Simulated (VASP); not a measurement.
# CdS (Hawleyite) (F-43m) in VASP: further runs

Aim: see how the results for CdS (Hawleyite) move with the level of theory and the settings. Levels: BLYP, PBE. Tasks: relaxation of cell and atoms, single point.

Program: VASP 6.6.1. These are calculated values, not measurements. Logs are shortened: lines on timing, memory, paths and dates and some standing lists are left out, and cuts for length are marked.

## 1. The cell of the first run

It takes space group F-43m (No. 216, cubic). The conventional cell has a = 5.833 Å, b = 5.833 Å, c = 5.833 Å, α = 90.00°, β = 90.00°, γ = 90.00°. Within 3.3 Å of Cd (site symmetry -43m) lie 4 S at 2.53 Å. S (site symmetry -43m) has 4 Cd at 2.53 Å within 3.3 Å.

## 2. Relaxation of cell and atoms, BLYP

Contents of INCAR:

```
SYSTEM = CdS
AGGAC = 1.0
AGGAX = 1.0
ALDAC = 0.0
ALDAX = 1.0
ALGO = Normal
EDIFF = 1E-6
EDIFFG = -0.005
ENCUT = 600
GGA = B5
IBRION = 2
ISIF = 3
ISMEAR = -1
LASPH = .TRUE.
LCHARG = .FALSE.
LREAL = .FALSE.
LWAVE = .FALSE.
NELM = 60
NSW = 80
PREC = Accurate
SIGMA = 0.05
```

Contents of KPOINTS:

```
k-points
0
G
  8 8 8
  0 0 0
```

Contents of POSCAR:

```
CdS
1.0
    0.0000000000      2.9165000000      2.9165000000
    2.9165000000      0.0000000000      2.9165000000
    2.9165000000      2.9165000000      0.0000000000
Cd S
1 1
Direct
    0.0000000000      0.0000000000      0.0000000000
    0.7500000000      0.7500000000      0.7500000000
```

Potentials or basis: VASP PAW PBE potentials, release 64 (Cd, S).

The run is started by

```
> cat potpaw_PBE.64/Cd/POTCAR potpaw_PBE.64/S/POTCAR > POTCAR
> mpirun -np 1 vasp_std > vasp.out
```

OUTCAR:

```text
SYSTEM = CdS
   EDIFF = 1E-6
   EDIFFG = -0.005
   ENCUT = 600
   GGA = B5
   IBRION = 2
   ISIF = 3
   ISMEAR = -1
   LASPH = .TRUE.
   LREAL = .FALSE.
   NELM = 60
   NSW = 80
   PREC = Accurate

 ion  position               nearest neighbor table
   1  0.000  0.000  0.000-   2 2.53   2 2.53   2 2.53   2 2.53
   2  0.750  0.750  0.750-   1 2.53   1 2.53   1 2.53   1 2.53

  LATTYP: Found a face centered cubic cell.
 ALAT       =     5.8330000000

  Lattice vectors:

 A1 = (   0.0000000000,   2.9165000000,   2.9165000000)
 A2 = (   2.9165000000,   0.0000000000,   2.9165000000)
 A3 = (   2.9165000000,   2.9165000000,   0.0000000000)

Analysis of symmetry for initial positions (statically):
=====================================================================
 Subroutine PRICEL returns:
 Original cell was already a primitive cell.

 Routine SETGRP: Setting up the symmetry group for a
 face centered cubic supercell.

 Subroutine GETGRP returns: Found 24 space group operations
 (whereof 24 operations were pure point group operations)
 out of a pool of 48 trial point group operations.

The static configuration has the point symmetry T_d .

Analysis of symmetry for dynamics (positions and initial velocities):
=====================================================================
 Subroutine PRICEL returns:
 Original cell was already a primitive cell.

 Routine SETGRP: Setting up the symmetry group for a
 face centered cubic supercell.

 Subroutine GETGRP returns: Found 24 space group operations
 (whereof 24 operations were pure point group operations)
 out of a pool of 48 trial point group operations.

The dynamic configuration has the point symmetry T_d .

 Subroutine INISYM returns: Found 24 space group operations
 (whereof 24 operations are pure point group operations),
 and found     1 'primitive' translations

----------------------------------------------------------------------------------------

                                     Primitive cell

  volume of cell :      49.6153

  direct lattice vectors                    reciprocal lattice vectors
     0.000000000  2.916500000  2.916500000    -0.171438368  0.171438368  0.171438368
     2.916500000  0.000000000  2.916500000     0.171438368 -0.171438368  0.171438368
     2.916500000  2.916500000  0.000000000     0.171438368  0.171438368 -0.171438368

  length of vectors
     4.124553855  4.124553855  4.124553855     0.296939964  0.296939964  0.296939964

  position of ions in fractional coordinates (direct lattice)
     0.000000000  0.000000000  0.000000000
     0.750000000  0.750000000  0.750000000

  ion indices of the primitive-cell ions
   primitive index   ion index
                 1           1
                 2           2

----------------------------------------------------------------------------------------

 KPOINTS: k-points

Automatic generation of k-mesh.
 Grid dimensions read from file:
 generate k-points for:    8    8    8

 Generating k-lattice:

  Cartesian coordinates                     Fractional coordinates (reciprocal lattice)
    -0.021429796  0.021429796  0.021429796     0.125000000  0.000000000  0.000000000
     0.021429796 -0.021429796  0.021429796     0.000000000  0.125000000  0.000000000
     0.021429796  0.021429796 -0.021429796     0.000000000  0.000000000  0.125000000

  Length of vectors
     0.037117495  0.037117495  0.037117495

  Shift w.r.t. Gamma in fractional coordinates (k-lattice)
     0.000000000  0.000000000  0.000000000

 Subroutine IBZKPT returns following result:
 ===========================================

 Found     29 irreducible k-points:

 Following reciprocal coordinates:
            Coordinates               Weight
  0.000000  0.000000  0.000000      1.000000
  0.125000  0.000000  0.000000      8.000000
  0.250000  0.000000  0.000000      8.000000
  0.375000  0.000000  0.000000      8.000000
  0.500000  0.000000  0.000000      4.000000
  0.125000  0.125000  0.000000      6.000000
[... 16 lines left out ...]
  0.500000  0.250000  0.125000     48.000000
 -0.375000  0.250000  0.125000     24.000000
 [... further k-points ...]
   k-points           NKPTS =     29   k-points in BZ     NKDIM =     29   number of bands    NBANDS=     13
   number of dos      NEDOS =    301   number of ions     NIONS =      2
   total plane-waves  NPLWV =  46656
   dimension x,y,z NGX =    36 NGY =   36 NGZ =   36
   dimension x,y,z NGXF=    72 NGYF=   72 NGZF=   72
   ions per type =               1   1
   NGX,Y,Z   is equivalent  to a cutoff of  14.51, 14.51, 14.51 a.u.
   NGXF,Y,Z  is equivalent  to a cutoff of  29.02, 29.02, 29.02 a.u.
 SYSTEM =  CdS
   PREC   = accura    normal or accurate (medium, high low for compatibility)
   ISTART =      0    job   : 0-new  1-cont  2-samecut
   ICHARG =      2    charge: 1-file 2-atom 10-const
   ISPIN  =      1    spin polarized calculation?
   LNONCOLLINEAR =      F non collinear calculations
   LSORBIT =      F    spin-orbit coupling
   LASPH  =      T    aspherical Exc in radial PAW
   ENCUT  =  600.0 eV  44.10 Ry    6.64 a.u.   8.24  8.24  8.24*2*pi/ulx,y,z
   NELM   =     60;   NELMIN=  2; NELMDL= -5     # of ELM steps
   EDIFF  = 0.1E-05   stopping-criterion for ELM
   LREAL  =      F    real-space projection
   EDIFFG = -.5E-02   stopping-criterion for IOM
   NSW    =     80    number of steps for IOM
   IBRION =      2    ionic relax: 0-MD 1-quasi-New 2-CG
   NFREE  =      1    steps in history (QN), initial steepest desc. (CG)
   ISIF   =      3    stress and relaxation
   ISYM   =      2    0-nonsym 1-usesym 2-fastsym
   POTIM  = 0.5000    time-step for ionic-motion
   TEBEG  =    0.0;   TEEND  =   0.0 temperature during run
   PSTRESS=    0.0 pullay stress
   NELECT =      18.0000    total number of electrons
   NUPDOWN=      -1.0000    fix difference up-down
   EMIN   =  10.00;   EMAX   =-10.00  energy-range for DOS
   EFERMI =   0.00;   METHOD = LEGACY
   ISMEAR =    -1;   SIGMA  =   0.05  broadening in eV -4-tet -1-fermi 0-gaus
   EFERMI_NEDOS =   21; number of points for ismear=-14 and -15
   IALGO  =     38    algorithm
   IMIX   =      4    mixing-type and parameters
     AMIX     =   0.40;   BMIX     =  1.00
     AMIX_MAG =   1.60;   BMIX_MAG =  1.00
  volume/ion in A,a.u.               =      24.81       167.41
  Fermi-wavevector in a.u.,A,eV,Ry     =   1.167599  2.206442 18.548649  1.363287
  Thomas-Fermi vector in A             =   2.304097
   LORBIT       =      0    0 simple, 1 ext, 2 COOP (PROOUT), +10 PAW based schemes
   GGA     = B5    functional components
   LHFCALC =     F    Hartree Fock is set to
   AEXX    =    0.0000 exact exchange contribution
   IVDW    =     0    specifies the selected vdW correction
   LEPSILON=     F    determine dielectric tensor
   LRPA    =     F    only Hartree local field effects (RPA)
 conjugate gradient relaxation of ions
 non-spin polarized calculation
  energy-cutoff  :      600.00
  volume of cell :       49.62
 maximum number of plane-waves:      1676
 NGX is ok and might be reduce to    36
   NGX = 17   NGY = 17   NGZ = 17

--------------------------------------- Ionic step        1  -------------------------------------------

 number of electron      17.9999999 magnetization

 Free energy of the ion-electron system (eV)
  ---------------------------------------------------
  ext. energy  EPLUGINS =         0.00000000
  ---------------------------------------------------
  free energy    TOTEN  =        -5.11177589 eV

  energy without entropy =       -5.11177574  energy(sigma->0) =       -5.11177582

------------------------ aborting loop because EDIFF is reached ----------------------------------------

  FORCE on cell =-STRESS in cart. coord.  units (eV):
  Direction    XX          YY          ZZ          XY          YZ          ZX
  --------------------------------------------------------------------------------------
  -------------------------------------------------------------------------------------
  Total        2.0153351      2.0153351      2.0153351     -0.0000000      0.0000000      0.0000000
  in kB       65.0791574     65.0791574     65.0791574     -0.0000000      0.0000000      0.0000000
  external PRESSURE =      65.0791574 kB  Pullay stress =       0.0000000 kB

 VOLUME and BASIS-vectors are now :
 -----------------------------------------------------------------------------
  energy-cutoff  :      600.00
  volume of cell :       49.62
      direct lattice vectors                 reciprocal lattice vectors
     0.000000000  2.916500000  2.916500000    -0.171438368  0.171438368  0.171438368
     2.916500000  0.000000000  2.916500000     0.171438368 -0.171438368  0.171438368
     2.916500000  2.916500000  0.000000000     0.171438368  0.171438368 -0.171438368
[... 37 lines left out ...]
 POSITION                                       TOTAL-FORCE (eV/Angst)
 -----------------------------------------------------------------------------------
      0.00000      0.00000      0.00000         0.000000      0.000000      0.000000
      4.58742      4.58742      4.58742        -0.000000     -0.000000     -0.000000
 -----------------------------------------------------------------------------------
    total drift:                               -0.000000     -0.000000     -0.000000

  FREE ENERGIE OF THE ION-ELECTRON SYSTEM (eV)
  ---------------------------------------------------
  free  energy   TOTEN  =        -5.2078192982 eV

  energy  without entropy=       -5.2078150201  energy(sigma->0) =       -5.20781716

--------------------------------------- Ionic step        3  -------------------------------------------

 number of electron      18.0000002 magnetization

 Free energy of the ion-electron system (eV)
  ---------------------------------------------------
  ext. energy  EPLUGINS =         0.00000000
  ---------------------------------------------------
  free energy    TOTEN  =        -5.21651733 eV

  energy without entropy =       -5.21651542  energy(sigma->0) =       -5.21651638

 E-fermi :   1.2900     XC(G=0):  -8.2080

 val. band max:        0.8182653134   @ k =   0.0000   0.0000   0.0000
 cond. band min:       1.6716424127   @ k =   0.0000   0.0000   0.0000
 fundamental gap:      0.8533770993
 Fermi energy:         1.2899528179

 k-point     1 :       0.0000    0.0000    0.0000
  band No.  band energies     occupation
      1     -10.9462      2.00000
      2      -6.6366      2.00000
      3      -6.6366      2.00000
      4      -6.6366      2.00000
      5      -6.2970      2.00000
      6      -6.2970      2.00000
      7       0.8183      1.99984
      8       0.8183      1.99984
      9       0.8183      1.99984
     10       1.6716      0.00097
     11       7.3508      0.00000
     12       7.3508      0.00000
     13       7.3508      0.00000

 k-point     2 :       0.1250    0.0000    0.0000
  band No.  band energies     occupation
      1     -10.8984      2.00000
      2      -6.6201      2.00000
      3      -6.6201      2.00000
      4      -6.5881      2.00000
      5      -6.2975      2.00000
      6      -6.2975      2.00000
      7      -0.1520      2.00000
      8       0.7207      1.99998
      9       0.7207      1.99998
     10       2.5096      0.00000
     11       7.0801      0.00000
[... 339 lines left out ...]
 k-point    24 :      -0.3750    0.2500    0.1250
  band No.  band energies     occupation
      1     -10.5707      2.00000
      2      -6.5156      2.00000
      3      -6.4890      2.00000
      4      -6.3119      2.00000
      5      -6.2766      2.00000
      6      -5.9213      2.00000
      7      -2.7388      2.00000
      8      -0.7849      2.00000
      9      -0.1648      2.00000
     10       4.8025      0.00000
     11       6.7376      0.00000
     12       7.8143      0.00000
     13       8.9746      0.00000

 [... further k-points ...]
[... 5 lines left out ...]
  --------------------------------------------------------------------------------------
  -------------------------------------------------------------------------------------
  Total        0.0099963      0.0099963      0.0099963     -0.0000000      0.0000000     -0.0000000
  in kB        0.2896683      0.2896683      0.2896683     -0.0000000      0.0000000     -0.0000000
  external PRESSURE =       0.2896683 kB  Pullay stress =       0.0000000 kB

 VOLUME and BASIS-vectors are now :
 -----------------------------------------------------------------------------
  energy-cutoff  :      600.00
  volume of cell :       55.29
      direct lattice vectors                 reciprocal lattice vectors
    -0.000000000  3.023702723  3.023702723    -0.165360171  0.165360171  0.165360171
     3.023702723  0.000000000  3.023702723     0.165360171 -0.165360171  0.165360171
     3.023702723  3.023702723  0.000000000     0.165360171  0.165360171 -0.165360171

 POSITION                                       TOTAL-FORCE (eV/Angst)
 -----------------------------------------------------------------------------------
      0.00000      0.00000      0.00000        -0.000000     -0.000000     -0.000000
      4.53555      4.53555      4.53555         0.000000      0.000000      0.000000
 -----------------------------------------------------------------------------------
    total drift:                               -0.000000     -0.000000     -0.000000

  FREE ENERGIE OF THE ION-ELECTRON SYSTEM (eV)
  ---------------------------------------------------
  free  energy   TOTEN  =        -5.2165173304 eV

  energy  without entropy=       -5.2165154197  energy(sigma->0) =       -5.21651638

 reached required accuracy - stopping structural energy minimisation
```

It took 1.8 min on 1 thread of Intel Xeon Platinum 8259CL at 2.50GHz (Skylake/Cascade Lake), shared host; peak memory 0.22 GiB.

Results:

```
Free energy                            : -5.2165 eV
Relaxed volume                         : 27.65 Å³/atom
Relaxed cell                           : a = 4.276 Å, b = 4.276 Å, c = 4.276 Å, α = 60.00°, β = 60.00°, γ = 60.00°
Space group after relaxing (to 0.05 Å) : F-43m (No. 216)
Energy gained by relaxing              : 52.4 meV/atom
Ionic steps                            : 3
Pressure after relaxing                : 0.0 GPa
Band gap on the k mesh                 : 0.85 eV, direct
```

The path:
| step | energy change (eV) | largest force (eV/Å) | pressure (GPa) | volume (Å³) |
| --- | --- | --- | --- | --- |
| 1 | 0.0000 | 0.0000 | 6.51 | 49.62 |
| 2 | -0.0960 | 0.0000 | -1.45 | 57.21 |
| 3 | -0.1047 | 0.0000 | 0.03 | 55.29 |

Final structure:
```
Cd S
1.0
     0.00000    3.02370    3.02370
     3.02370    0.00000    3.02370
     3.02370    3.02370    0.00000
Cd S
1 1
Direct
  0.00000 0.00000 0.00000
  0.75000 0.75000 0.75000
```

Levels at points of the mesh, in eV from the valence-band top:
```
           k point  band 5  band 6  band 7  band 8  band 9  band 10  band 11  band 12  band 13
(0.00, 0.00, 0.00)   -7.12   -7.12    0.00    0.00    0.00     0.85     6.53     6.53     6.53
(0.50, 0.00, 0.00)   -7.09   -6.82   -3.78   -0.60   -0.60     2.79     6.99     6.99     7.17
(0.50, 0.50, 0.00)   -7.05   -6.77   -3.50   -1.52   -1.52     3.79     4.13     8.86    10.07
```

Caveat: the PAW data sets were made with another functional, which shifts forces and pressure a little; the volume moved by +11 % from the deposited cell, more than functionals usually miss. BLYP gives volumes clearly too large for solids.

[end of part 1 of 2]
